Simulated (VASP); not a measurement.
Si:

```
Si
1.0
     1.87218    1.08090    3.47174
    -1.87218    1.08090    3.47174
     0.00000   -2.16181    3.47174
Si
2
Direct
  0.22754 0.22754 0.22754
  0.77246 0.77246 0.77246
```

- Program: VASP 6.6.1
- Task: relaxation of cell and atoms
- Functional: PBEsol
- Potentials or basis: VASP PAW PBE potentials, release 64 (Si)
- Cutoff: 600 eV
- k mesh: 6 × 6 × 6
- Occupations: gaussian, width 0.1 eV
- Spin: no spin polarisation

At the start: pressure -12.4 GPa; volume 21.08 Å³/atom.

**Question.** How do energy, volume and symmetry change on relaxing?

**Answer.** Over 8 steps the energy falls by 321.9 meV/atom and the volume is 15.88 Å³/atom (-24.7 %); space group R-3m (No. 166, to 0.05 Å).

The path:
```csv
step,energy change (eV),largest force (eV/Å),pressure (GPa),volume (Å³)
1,0.0000,0.2209,-12.44,42.15
2,-0.3348,1.3446,5.04,32.93
3,-0.3596,0.9726,0.02,34.53
4,-0.4558,0.9440,0.38,33.31
5,-0.5792,0.6234,7.19,30.11
6,-0.6419,0.0503,1.43,31.39
7,-0.6435,0.0468,0.42,31.66
8,-0.6439,0.0191,0.09,31.76
```

Final structure:
```xyz
2
Lattice="1.8047 1.0419 2.8149 -1.8047 1.0419 2.8149 0.0000 -2.0839 2.8149" Properties=species:S:1:pos:R:3 pbc="T T T"
Si    0.0000    0.0000    2.1133
Si    0.0000    0.0000    6.3315
```

Caveat: the volume moved by over 15 % at a fixed basis, so the end points are rough; the PAW data sets were made with another functional, which shifts forces and pressure a little.
